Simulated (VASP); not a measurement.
# Zn (Pm-3m) in VASP: further runs

Zn is run at these levels: LDA; tasks: single point.

Everything below comes from runs of VASP 6.6.1. Logs are shortened: lines on timing, memory, paths and dates and some standing lists are left out, and cuts for length are marked.

## Step 1: The cell of the first run

The structure is cubic, space group Pm-3m (No. 221). Conventional cell: a = 2.303 Å, b = 2.303 Å, c = 2.303 Å, α = 90.00°, β = 90.00°, γ = 90.00°. Within 3.0 Å of Zn (site symmetry m-3m) lie 6 Zn at 2.30 Å.

## Step 2: Single point, LDA (volume scaled by 0.76)

File INCAR:

```
SYSTEM = Zn
PREC = Accurate
ENCUT = 520
EDIFF = 1E-6
ISMEAR = -1
SIGMA = 0.1
LREAL = .False.
LASPH = .True.
NELM = 80
ALGO = Normal
ISIF = 2
LWAVE = .False.
LCHARG = .True.
LELF = .True.
LVHAR = .True.
NBANDS = 12
```

File KPOINTS:

```
Automatic mesh
0
Gamma
  15 15 15
  0 0 0
```

File POSCAR:

```
Zn
1.0
    2.3028980705      0.0000000000      0.0000000000
    0.0000000000      2.3028980705      0.0000000000
    0.0000000000      0.0000000000      2.3028980705
Zn
1
Direct
    0.0000000000      0.0000000000      0.0000000000
```

Potentials or basis: VASP PAW LDA potentials, release 64 (Zn).

On the command line:

```console
> cat potpaw_LDA.64/Zn/POTCAR > POTCAR
> mpirun -np 1 vasp_std > vasp.out
```

OUTCAR:

```text
SYSTEM = Zn
   PREC = Accurate
   ENCUT = 520
   EDIFF = 1E-6
   ISMEAR = -1
   LREAL = .False.
   LASPH = .True.
   NELM = 80
   ISIF = 2

 ion  position               nearest neighbor table
   1  0.000  0.000  0.000-

  LATTYP: Found a simple cubic cell.
 ALAT       =     2.3028980705

  Lattice vectors:

 A1 = (   2.3028980705,   0.0000000000,   0.0000000000)
 A2 = (   0.0000000000,   2.3028980705,   0.0000000000)
 A3 = (   0.0000000000,   0.0000000000,   2.3028980705)

Analysis of symmetry for initial positions (statically):
=====================================================================
 Subroutine PRICEL returns:
 Original cell was already a primitive cell.

 Routine SETGRP: Setting up the symmetry group for a
 simple cubic supercell.

 Subroutine GETGRP returns: Found 48 space group operations
[... 9 lines left out ...]

 Routine SETGRP: Setting up the symmetry group for a
 simple cubic supercell.

 Subroutine GETGRP returns: Found 48 space group operations
[... 11 lines left out ...]
                                     Primitive cell

  volume of cell :      12.2131

  direct lattice vectors                    reciprocal lattice vectors
     2.302898070  0.000000000  0.000000000     0.434235459  0.000000000  0.000000000
     0.000000000  2.302898070  0.000000000     0.000000000  0.434235459  0.000000000
     0.000000000  0.000000000  2.302898070     0.000000000  0.000000000  0.434235459

  length of vectors
     2.302898070  2.302898070  2.302898070     0.434235459  0.434235459  0.434235459

  position of ions in fractional coordinates (direct lattice)
     0.000000000  0.000000000  0.000000000

  ion indices of the primitive-cell ions
   primitive index   ion index
                 1           1

----------------------------------------------------------------------------------------

 KPOINTS: Automatic mesh

Automatic generation of k-mesh.
 Grid dimensions read from file:
 generate k-points for:   15   15   15

 Generating k-lattice:

  Cartesian coordinates                     Fractional coordinates (reciprocal lattice)
     0.028949031  0.000000000  0.000000000     0.066666667  0.000000000  0.000000000
     0.000000000  0.028949031  0.000000000     0.000000000  0.066666667  0.000000000
     0.000000000  0.000000000  0.028949031     0.000000000  0.000000000  0.066666667

  Length of vectors
     0.028949031  0.028949031  0.028949031

  Shift w.r.t. Gamma in fractional coordinates (k-lattice)
     0.000000000  0.000000000  0.000000000

 Subroutine IBZKPT returns following result:
 ===========================================

 Found    120 irreducible k-points:

 Following reciprocal coordinates:
            Coordinates               Weight
  0.000000  0.000000  0.000000      1.000000
  0.066667  0.000000  0.000000      6.000000
  0.133333  0.000000  0.000000      6.000000
  0.200000  0.000000  0.000000      6.000000
  0.266667  0.000000  0.000000      6.000000
  0.333333  0.000000  0.000000      6.000000
[... 16 lines left out ...]
  0.266667  0.200000  0.000000     24.000000
  0.333333  0.200000  0.000000     24.000000
 [... further k-points ...]
   k-points           NKPTS =    120   k-points in BZ     NKDIM =    120   number of bands    NBANDS=     12
   number of dos      NEDOS =    301   number of ions     NIONS =      1
   total plane-waves  NPLWV =   5832
   dimension x,y,z NGX =    18 NGY =   18 NGZ =   18
   dimension x,y,z NGXF=    36 NGYF=   36 NGZF=   36
   ions per type =               1
   NGX,Y,Z   is equivalent  to a cutoff of  12.99, 12.99, 12.99 a.u.
   NGXF,Y,Z  is equivalent  to a cutoff of  25.99, 25.99, 25.99 a.u.
 SYSTEM =  Zn
   PREC   = accura    normal or accurate (medium, high low for compatibility)
   ISTART =      0    job   : 0-new  1-cont  2-samecut
   ICHARG =      2    charge: 1-file 2-atom 10-const
   ISPIN  =      1    spin polarized calculation?
   LNONCOLLINEAR =      F non collinear calculations
   LSORBIT =      F    spin-orbit coupling
   LASPH  =      T    aspherical Exc in radial PAW
   ENCUT  =  520.0 eV  38.22 Ry    6.18 a.u.   4.28  4.28  4.28*2*pi/ulx,y,z
   NELM   =     80;   NELMIN=  2; NELMDL= -5     # of ELM steps
   EDIFF  = 0.1E-05   stopping-criterion for ELM
   LREAL  =      F    real-space projection
   EDIFFG = 0.1E-04   stopping-criterion for IOM
   NSW    =      0    number of steps for IOM
   IBRION =     -1    ionic relax: 0-MD 1-quasi-New 2-CG
   NFREE  =      0    steps in history (QN), initial steepest desc. (CG)
   ISIF   =      2    stress and relaxation
   ISYM   =      2    0-nonsym 1-usesym 2-fastsym
   POTIM  = 0.5000    time-step for ionic-motion
   TEBEG  =    0.0;   TEEND  =   0.0 temperature during run
   PSTRESS=    0.0 pullay stress
   NELECT =      12.0000    total number of electrons
   NUPDOWN=      -1.0000    fix difference up-down
   EMIN   =  10.00;   EMAX   =-10.00  energy-range for DOS
   EFERMI =   0.00;   METHOD = LEGACY
   ISMEAR =    -1;   SIGMA  =   0.10  broadening in eV -4-tet -1-fermi 0-gaus
   EFERMI_NEDOS =   21; number of points for ismear=-14 and -15
   IALGO  =     38    algorithm
   IMIX   =      4    mixing-type and parameters
     AMIX     =   0.40;   BMIX     =  1.00
     AMIX_MAG =   1.60;   BMIX_MAG =  1.00
  volume/ion in A,a.u.               =      12.21        82.42
  Fermi-wavevector in a.u.,A,eV,Ry     =   1.627523  3.075573 36.039546  2.648832
  Thomas-Fermi vector in A             =   2.720304
   LORBIT       =      0    0 simple, 1 ext, 2 COOP (PROOUT), +10 PAW based schemes
   GGA     = CA    functional components
   LHFCALC =     F    Hartree Fock is set to
   AEXX    =    0.0000 exact exchange contribution
   IVDW    =     0    specifies the selected vdW correction
   LEPSILON=     F    determine dielectric tensor
   LRPA    =     F    only Hartree local field effects (RPA)
 non-spin polarized calculation
  energy-cutoff  :      520.00
  volume of cell :       12.21
 maximum number of plane-waves:       341
 NGX is ok and might be reduce to    18
   NGX =  9   NGY =  9   NGZ =  9

 number of electron      11.9999985 magnetization

 Free energy of the ion-electron system (eV)
  ---------------------------------------------------
  ext. energy  EPLUGINS =         0.00000000
  ---------------------------------------------------
  free energy    TOTEN  =        -1.21498547 eV

  energy without entropy =       -1.20511782  energy(sigma->0) =       -1.21005165

 E-fermi :   4.5270     XC(G=0): -13.0305

 val. band max:        4.5249803528   @ k =   0.4000   0.0667   0.0667
 cond. band min:       4.6146967903   @ k =   0.4667   0.3333   0.0000
 fundamental gap:      0.0897164375
 Fermi energy:         4.5270295784

 k-point     1 :       0.0000    0.0000    0.0000
  band No.  band energies     occupation
      1      -7.6406      2.00000
      2      -5.2262      2.00000
      3      -5.2262      2.00000
      4      -2.8933      2.00000
      5      -2.8933      2.00000
      6      -2.8933      2.00000
      7      20.2121      0.00000
      8      20.2121      0.00000
      9      20.2121      0.00000
     10      23.6619      0.00000
     11      23.6619      0.00000
     12      28.3528      0.00000

 k-point     2 :       0.0667    0.0000    0.0000
  band No.  band energies     occupation
      1      -7.5098      2.00000
      2      -5.2148      2.00000
      3      -5.1768      2.00000
      4      -2.9251      2.00000
      5      -2.9251      2.00000
      6      -2.8906      2.00000
      7      18.2234      0.00000
      8      20.3758      0.00000
      9      20.3758      0.00000
     10      23.7390      0.00000
     11      25.1732      0.00000
     12      29.0989      0.00000

 k-point     3 :       0.1333    0.0000    0.0000
  band No.  band energies     occupation
      1      -7.1300      2.00000
      2      -5.1822      2.00000
      3      -5.0235      2.00000
      4      -3.0140      2.00000
      5      -3.0140      2.00000
      6      -2.8832      2.00000
      7      15.1864      0.00000
      8      20.8602      0.00000
      9      20.8602      0.00000
     10      23.9714      0.00000
     11      26.4018      0.00000
     12      31.7021      0.00000

 k-point     4 :       0.2000    0.0000    0.0000
  band No.  band energies     occupation
      1      -6.5519      2.00000
      2      -5.1340      2.00000
      3      -4.7375      2.00000
      4      -3.1429      2.00000
      5      -3.1429      2.00000
      6      -2.8723      2.00000
      7      12.1763      0.00000
      8      21.6469      0.00000
      9      21.6469      0.00000
     10      24.3644      0.00000
     11      26.9784      0.00000
     12      35.4057      0.00000

 k-point     5 :       0.2667    0.0000    0.0000
  band No.  band energies     occupation
      1      -5.9116      2.00000
      2      -5.0783      2.00000
      3      -4.2180      2.00000
      4      -3.2876      2.00000
      5      -3.2876      2.00000
      6      -2.8597      2.00000
      7       9.3294      0.00000
      8      22.7069      0.00000
      9      22.7069      0.00000
     10      24.9216      0.00000
     11      27.4314      0.00000
     12      35.6666      0.00000

 k-point     6 :       0.3333    0.0000    0.0000
  band No.  band energies     occupation
      1      -5.4187      2.00000
      2      -5.0246      2.00000
      3      -3.4230      2.00000
      4      -3.4230      2.00000
      5      -3.3033      2.00000
      6      -2.8477      2.00000
      7       6.6913      0.00000
      8      23.9987      0.00000
      9      23.9987      0.00000
     10      25.6430      0.00000
     11      27.8674      0.00000
     12      33.4909      0.00000

 k-point     7 :       0.4000    0.0000    0.0000
  band No.  band energies     occupation
      1      -5.1346      2.00000
      2      -4.9824      2.00000
      3      -3.5268      2.00000
      4      -3.5268      2.00000
      5      -2.8383      2.00000
      6      -2.0014      2.00000
      7       4.3071      1.80044
      8      25.4413      0.00000
      9      25.4413      0.00000
     10      26.4980      0.00000
     11      28.2548      0.00000
     12      31.6558      0.00000

 k-point     8 :       0.4667    0.0000    0.0000
  band No.  band energies     occupation
      1      -5.0060      2.00000
      2      -4.9592      2.00000
      3      -3.5829      2.00000
      4      -3.5829      2.00000
      5      -2.8331      2.00000
      6      -0.5758      2.00000
      7       2.3614      2.00000
      8      26.7371      0.00000
      9      26.7371      0.00000
     10      27.2969      0.00000
     11      28.4974      0.00000
     12      30.3637      0.00000
[... 166 lines left out ...]
 k-point    20 :       0.4000    0.1333    0.0000
  band No.  band energies     occupation
      1      -4.9788      2.00000
      2      -4.6745      2.00000
      3      -3.9640      2.00000
      4      -3.5067      2.00000
      5      -2.9471      2.00000
      6      -1.3701      2.00000
      7       4.7359      0.22034
      8      19.9418      0.00000
      9      25.3105      0.00000
     10      26.0942      0.00000
     11      27.8571      0.00000
     12      33.0415      0.00000

 k-point    21 :       0.4667    0.1333    0.0000
  band No.  band energies     occupation
      1      -4.9160      2.00000
      2      -4.5809      2.00000
      3      -4.0197      2.00000
      4      -3.5618      2.00000
      5      -2.9410      2.00000
      6       0.1623      2.00000
      7       2.6780      2.00000
      8      21.5024      0.00000
      9      23.3459      0.00000
     10      27.4380      0.00000
     11      28.3963      0.00000
     12      31.2791      0.00000

 k-point    22 :       0.2000    0.2000    0.0000
  band No.  band energies     occupation
      1      -5.6166      2.00000
      2      -4.7779      2.00000
      3      -4.5237      2.00000
      4      -3.2450      2.00000
      5      -3.1358      2.00000
      6      -3.0897      2.00000
      7      12.4476      0.00000
      8      14.3685      0.00000
      9      23.0663      0.00000
     10      26.3243      0.00000
     11      29.9662      0.00000
     12      34.9372      0.00000

 k-point    23 :       0.2667    0.2000    0.0000
  band No.  band energies     occupation
      1      -5.2395      2.00000
      2      -4.6212      2.00000
      3      -4.2254      2.00000
      4      -3.2561      2.00000
      5      -3.0913      2.00000
      6      -3.0094      2.00000
      7      10.2297      0.00000
      8      14.6330      0.00000
      9      24.1203      0.00000
     10      26.6052      0.00000
     11      27.6357      0.00000
     12      36.4408      0.00000

 k-point    24 :       0.3333    0.2000    0.0000
  band No.  band energies     occupation
      1      -5.0229      2.00000
      2      -4.5146      2.00000
      3      -4.0810      2.00000
      4      -3.3850      2.00000
      5      -3.0762      2.00000
      6      -2.1408      2.00000
      7       7.6657      0.00000
      8      15.6769      0.00000
      9      24.7134      0.00000
     10      25.4147      0.00000
     11      27.7404      0.00000
     12      35.6866      0.00000

 [... further k-points ...]
[... 5 lines left out ...]
  --------------------------------------------------------------------------------------
  -------------------------------------------------------------------------------------
  Total        3.0433951      3.0433951      3.0433951     -0.0000000      0.0000000     -0.0000000
  in kB      399.2498644    399.2498644    399.2498644     -0.0000000      0.0000000     -0.0000000
  external PRESSURE =     399.2498644 kB  Pullay stress =       0.0000000 kB

 VOLUME and BASIS-vectors are now :
 -----------------------------------------------------------------------------
  energy-cutoff  :      520.00
  volume of cell :       12.21
      direct lattice vectors                 reciprocal lattice vectors
     2.302898070  0.000000000  0.000000000     0.434235459  0.000000000  0.000000000
     0.000000000  2.302898070  0.000000000     0.000000000  0.434235459  0.000000000
     0.000000000  0.000000000  2.302898070     0.000000000  0.000000000  0.434235459

 POSITION                                       TOTAL-FORCE (eV/Angst)
 -----------------------------------------------------------------------------------
      0.00000      0.00000      0.00000         0.000000      0.000000      0.000000
 -----------------------------------------------------------------------------------
    total drift:                                0.000000      0.000000     -0.000000

  FREE ENERGIE OF THE ION-ELECTRON SYSTEM (eV)
  ---------------------------------------------------
  free  energy   TOTEN  =        -1.2149854728 eV

  energy  without entropy=       -1.2051178179  energy(sigma->0) =       -1.21005165
```

Wall time 7.5 s (1 thread of Intel Xeon 6975P-C, shared host); peak memory 0.12 GiB.

Results:

- Free energy: -1.2150 eV
- Pressure: 39.9 GPa
- Band gap on the k mesh: zero (band 6 reaches 10.85 eV, above the bottom of band 7 at 2.36 eV)

Levels at points of the mesh, in eV from the Fermi level:
| k point | band 4 | band 5 | band 6 | band 7 | band 8 | band 9 |
| --- | --- | --- | --- | --- | --- | --- |
| (0.00, 0.00, 0.00) | -7.42 | -7.42 | -7.42 | 15.69 | 15.69 | 15.69 |

[end of part 1 of 2]
